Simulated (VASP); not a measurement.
# Ba (Pm-3m) in VASP: further runs

Ba is run at these levels: PBEsol; tasks: single point.

Everything below comes from runs of VASP 6.6.1. Logs are shortened: lines on timing, memory, paths and dates and some standing lists are left out, and cuts for length are marked.

### Step 1. The cell of the first run

It takes space group Pm-3m (No. 221, cubic). The conventional cell has a = 3.876 Å, b = 3.876 Å, c = 3.876 Å, α = 90.00°, β = 90.00°, γ = 90.00°. Within 5.1 Å of Ba (site symmetry m-3m) lie 6 Ba at 3.88 Å.

### Step 2. Single point, PBEsol (strained)

The input, INCAR:

```
PREC = Accurate
ENCUT = 520
EDIFF = 1E-7
ISMEAR = 0
SIGMA = 0.1
LREAL = F
LASPH = T
NELM = 60
ALGO = Normal
ISIF = 2
LWAVE = F
LCHARG = T
GGA = PS
LELF = T
LVHAR = T
NBANDS = 11
```

The input, KPOINTS:

```
regular mesh
0
Gamma
  12 12 12
```

The input, POSCAR:

```
Ba
1.0
    3.8755237226      0.0000000000      0.0000000000
    0.0000000000      3.8755237226      0.0000000000
    0.0000000000      0.0000000000      3.8755237226
Ba
1
Direct
    0.0000000000      0.0000000000      0.0000000000
```

Potentials or basis: VASP PAW PBE potentials, release 64 (Ba_sv).

The run is started by

```console
cat potpaw_PBE.64/Ba_sv/POTCAR > POTCAR
mpirun -np 1 vasp_std > vasp.out
```

OUTCAR:

```text
PREC = Accurate
   ENCUT = 520
   EDIFF = 1E-7
   ISMEAR = 0
   LREAL = F
   LASPH = T
   NELM = 60
   ISIF = 2
   GGA = PS

 ion  position               nearest neighbor table
   1  0.000  0.000  0.000-

  LATTYP: Found a simple cubic cell.
 ALAT       =     3.8755237226

  Lattice vectors:

 A1 = (   3.8755237226,   0.0000000000,   0.0000000000)
 A2 = (   0.0000000000,   3.8755237226,   0.0000000000)
 A3 = (   0.0000000000,   0.0000000000,   3.8755237226)

Analysis of symmetry for initial positions (statically):
=====================================================================
 Subroutine PRICEL returns:
 Original cell was already a primitive cell.

 Routine SETGRP: Setting up the symmetry group for a
 simple cubic supercell.

 Subroutine GETGRP returns: Found 48 space group operations
 (whereof 48 operations were pure point group operations)
 out of a pool of 48 trial point group operations.

The static configuration has the point symmetry O_h .

Analysis of symmetry for dynamics (positions and initial velocities):
=====================================================================
 Subroutine PRICEL returns:
 Original cell was already a primitive cell.

 Routine SETGRP: Setting up the symmetry group for a
 simple cubic supercell.

 Subroutine GETGRP returns: Found 48 space group operations
 (whereof 48 operations were pure point group operations)
 out of a pool of 48 trial point group operations.

The dynamic configuration has the point symmetry O_h .

 Subroutine INISYM returns: Found 48 space group operations
 (whereof 48 operations are pure point group operations),
 and found     1 'primitive' translations

----------------------------------------------------------------------------------------

                                     Primitive cell

  volume of cell :      58.2091

  direct lattice vectors                    reciprocal lattice vectors
     3.875523723  0.000000000  0.000000000     0.258029642  0.000000000  0.000000000
     0.000000000  3.875523723  0.000000000     0.000000000  0.258029642  0.000000000
     0.000000000  0.000000000  3.875523723     0.000000000  0.000000000  0.258029642

  length of vectors
     3.875523723  3.875523723  3.875523723     0.258029642  0.258029642  0.258029642

  position of ions in fractional coordinates (direct lattice)
     0.000000000  0.000000000  0.000000000

  ion indices of the primitive-cell ions
   primitive index   ion index
                 1           1

[... 72 lines left out ...]
   LREAL  =      F    real-space projection
   EDIFFG = 0.1E-05   stopping-criterion for IOM
   NSW    =      0    number of steps for IOM
   IBRION =     -1    ionic relax: 0-MD 1-quasi-New 2-CG
   NFREE  =      0    steps in history (QN), initial steepest desc. (CG)
   ISIF   =      2    stress and relaxation
   ISYM   =      2    0-nonsym 1-usesym 2-fastsym
   POTIM  = 0.5000    time-step for ionic-motion
   TEBEG  =    0.0;   TEEND  =   0.0 temperature during run
   PSTRESS=    0.0 pullay stress
   NELECT =      10.0000    total number of electrons
   NUPDOWN=      -1.0000    fix difference up-down
   EMIN   =  10.00;   EMAX   =-10.00  energy-range for DOS
   EFERMI =   0.00;   METHOD = LEGACY
   ISMEAR =     0;   SIGMA  =   0.10  broadening in eV -4-tet -1-fermi 0-gaus
   EFERMI_NEDOS =   21; number of points for ismear=-14 and -15
   IALGO  =     38    algorithm
   IMIX   =      4    mixing-type and parameters
     AMIX     =   0.40;   BMIX     =  1.00
     AMIX_MAG =   1.60;   BMIX_MAG =  1.00
  volume/ion in A,a.u.               =      58.21       392.81
  Fermi-wavevector in a.u.,A,eV,Ry     =   0.910076  1.719795 11.268872  0.828239
  Thomas-Fermi vector in A             =   2.034196
   LORBIT       =      0    0 simple, 1 ext, 2 COOP (PROOUT), +10 PAW based schemes
   GGA     = PS    functional components
   LHFCALC =     F    Hartree Fock is set to
   AEXX    =    0.0000 exact exchange contribution
   IVDW    =     0    specifies the selected vdW correction
   LEPSILON=     F    determine dielectric tensor
   LRPA    =     F    only Hartree local field effects (RPA)
 non-spin polarized calculation
 Gauss-broadening in eV      SIGMA  =   0.10
  energy-cutoff  :      520.00
  volume of cell :       58.21
 maximum number of plane-waves:      1596
 NGX is ok and might be reduce to    30
   NGX = 15   NGY = 15   NGZ = 15

 number of electron      10.0000002 magnetization

 Free energy of the ion-electron system (eV)
  ---------------------------------------------------
  ext. energy  EPLUGINS =         0.00000000
  ---------------------------------------------------
  free energy    TOTEN  =        -1.84980911 eV

  energy without entropy =       -1.84741801  energy(sigma->0) =       -1.84861356

 E-fermi :   1.7192     XC(G=0):  -7.7530

 val. band max:        1.6969163377   @ k =   0.0000   0.0000   0.0000
 cond. band min:       1.7312402551   @ k =   0.0833   0.0000   0.0000
 fundamental gap:      0.0343239173
 Fermi energy:         1.7191914557

 k-point     1 :       0.0000    0.0000    0.0000
  band No.  band energies     occupation
      1     -27.3371      2.00000
      2     -12.0963      2.00000
      3     -12.0963      2.00000
      4     -12.0963      2.00000
      5      -0.8847      2.00000
      6       1.6969      1.24725
      7       1.6969      1.24725
      8       6.8986      0.00000
      9       6.8986      0.00000
     10       6.8986      0.00000
     11       9.6426      0.00000
[... 309 lines left out ...]
 k-point    24 :       0.4167    0.3333    0.0000
  band No.  band energies     occupation
      1     -27.2139      2.00000
      2     -12.7966      2.00000
      3     -12.6363      2.00000
      4     -11.9651      2.00000
      5       1.0676      2.00000
      6       2.0973      0.00000
      7       4.3659      0.00000
      8       4.9305      0.00000
      9       4.9412      0.00000
     10       5.3649      0.00000
     11       8.3562      0.00000

 [... further k-points ...]
[... 5 lines left out ...]
  --------------------------------------------------------------------------------------
  -------------------------------------------------------------------------------------
  Total       -0.0693258     -0.0693258     -0.0693258     -0.0000000      0.0000000      0.0000000
  in kB       -1.9081589     -1.9081589     -1.9081589     -0.0000000      0.0000000      0.0000000
  external PRESSURE =      -1.9081589 kB  Pullay stress =       0.0000000 kB

 VOLUME and BASIS-vectors are now :
 -----------------------------------------------------------------------------
  energy-cutoff  :      520.00
  volume of cell :       58.21
      direct lattice vectors                 reciprocal lattice vectors
     3.875523723  0.000000000  0.000000000     0.258029642  0.000000000  0.000000000
     0.000000000  3.875523723  0.000000000     0.000000000  0.258029642  0.000000000
     0.000000000  0.000000000  3.875523723     0.000000000  0.000000000  0.258029642

 POSITION                                       TOTAL-FORCE (eV/Angst)
 -----------------------------------------------------------------------------------
      0.00000      0.00000      0.00000         0.000000      0.000000      0.000000
 -----------------------------------------------------------------------------------
    total drift:                                0.000000      0.000000     -0.000000

  FREE ENERGIE OF THE ION-ELECTRON SYSTEM (eV)
  ---------------------------------------------------
  free  energy   TOTEN  =        -1.8498091052 eV

  energy  without entropy=       -1.8474180139  energy(sigma->0) =       -1.84861356
```

stdout:

```text
POSCAR found type information on POSCAR Ba
 POSCAR found :  1 types and       1 ions
 scaLAPACK will be used
 -----------------------------------------------------------------------------
|                                                                             |
|                                                                             |
|     You enforced a specific xc type in the INCAR file but a different       |
|     I HOPE YOU KNOW WHAT YOU ARE DOING!                                     |
|                                                                             |
 -----------------------------------------------------------------------------

 LDA part: xc-table for (Slater+PW92), standard interpolation
 POSCAR, INCAR and KPOINTS ok, starting setup
 FFT: planning ... GRIDC
 FFT: planning ... GRID_SOFT
 FFT: planning ... GRID
 WAVECAR not read
 entering main loop
```

Run time: 58 s. Hardware: 1 thread of AMD EPYC 7R13, shared host; peak memory 0.17 GiB.

Results:

- Free energy: -1.8498 eV
- Pressure: -0.2 GPa
- Band gap on the k mesh: zero (band 5 reaches 1.84 eV, above the bottom of band 6 at 1.63 eV)

Caveat: the cell differs from its parent crystal (strained); the PAW data sets were made with another functional, which shifts forces and pressure a little; spin-orbit coupling is left out, which moves the levels of the heavy elements.

### Step 3. Single point, PBEsol

This run uses another cell than the first one, of 60.13 Å³/atom, 1.033 times its volume.

The input, INCAR:

```
PREC = Accurate
ENCUT = 500
EDIFF = 1E-6
ISMEAR = 0
SIGMA = 0.1
LREAL = False
LASPH = True
NELM = 120
ALGO = Normal
ISIF = 2
LWAVE = False
LCHARG = True
GGA = PS
LELF = True
LVHAR = True
NBANDS = 11
GGA_COMPAT = False
```

The input, KPOINTS:

```
Automatic mesh
0
Gamma
  6 6 6
```

The input, POSCAR:

```
Ba
1.0
    3.9177175405      0.0000000000      0.0000000000
    0.0000000000      3.9177175405      0.0000000000
    0.0000000000      0.0000000000      3.9177175405
Ba
1
Direct
    0.0000000000      0.0000000000      0.0000000000
```

Potentials or basis: VASP PAW PBE potentials, release 64 (Ba_sv).

The run is started by

```console
cat potpaw_PBE.64/Ba_sv/POTCAR > POTCAR
mpirun -np 1 vasp_std > vasp.out
```

It took 6.2 s on 1 thread of Intel Xeon 6975P-C (Granite Rapids), shared host; peak memory 0.16 GiB.

It converged, with:

| Quantity | Value |
| --- | --- |
| Free energy | -1.8388 eV |
| Pressure | -0.6 GPa |
| Band gap on the k mesh | zero (band 5 reaches 1.72 eV, above the bottom of band 6 at 1.56 eV) |

Levels at points of the mesh, in eV from the Fermi level:
```csv
k point,band 3,band 4,band 5,band 6,band 7,band 8
"(0.00, 0.00, 0.00)",-13.97,-13.97,-2.71,-0.10,-0.10,4.93
"(0.50, 0.00, 0.00)",-13.89,-13.89,-0.82,0.49,0.76,2.59
"(0.50, 0.50, 0.00)",-14.62,-13.82,-1.13,0.58,3.10,3.10
"(0.50, 0.50, 0.50)",-14.52,-14.52,-0.16,-0.16,-0.16,3.89
```

Caveat: the PAW data sets were made with another functional, which shifts forces and pressure a little; spin-orbit coupling is left out, which moves the levels of the heavy elements.
